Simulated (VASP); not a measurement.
Wanted: the native input for a VASP 6.6.1 run.

| Item | Value |
| --- | --- |
| Task | single point |
| Functional | r2SCAN |
| Potentials or basis | VASP PAW PBE potentials, release 64 (Au) |
| Cutoff | 520 eV |
| k mesh | 18 × 18 × 18 |
| Occupations | gaussian, width 0.1 eV |
| Spin | no spin polarisation |
| Dipole correction | no |
| Further INCAR settings | ALGO = Normal; EDIFF = 1e-07; NBANDS = 12 |

The system is Au.

```
CELL_PARAMETERS angstrom
-1.63761 1.63761 1.63761
1.63761 -1.63761 1.63761
1.63761 1.63761 -1.63761
ATOMIC_POSITIONS crystal
Au 0.00000 0.00000 0.00000
```

The input as run:

POSCAR

```
Au
1.0
   -1.6376065830      1.6376065830      1.6376065830
    1.6376065830     -1.6376065830      1.6376065830
    1.6376065830      1.6376065830     -1.6376065830
Au
1
Direct
    0.0000000000      0.0000000000      0.0000000000
```

INCAR.step1

```
PREC = Accurate
ENCUT = 520
ISMEAR = 0
SIGMA = 0.1
LREAL = False
LASPH = True
NELM = 60
NBANDS = 12
GGA = PE
ALGO = Normal
EDIFF = 1E-4
LWAVE = True
LCHARG = False
```

INCAR.step2

```
PREC = Accurate
ENCUT = 520
EDIFF = 1E-7
ISMEAR = 0
SIGMA = 0.1
LREAL = False
LASPH = True
NELM = 60
ALGO = Normal
ISIF = 2
LWAVE = False
LCHARG = False
METAGGA = R2SCAN
LMIXTAU = True
NBANDS = 12
ISTART = 1
```

KPOINTS

```
regular mesh
0
Gamma
  18 18 18
```

Potentials or basis: VASP PAW PBE potentials, release 64 (Au).

Launch:

```bash
$ cat potpaw_PBE.64/Au/POTCAR > POTCAR
$ cp INCAR.step1 INCAR
$ mpirun -np 1 vasp_std > vasp.out
$ cp INCAR.step2 INCAR
$ mpirun -np 1 vasp_std > vasp.out
```

It gave:

The pressure is 0.3 GPa.

Caveat: the PAW data sets were made with another functional, which shifts forces and pressure a little.

It took 88 s on 1 thread of Intel Xeon 6975P-C (shared host), peak memory 0.17 GiB.
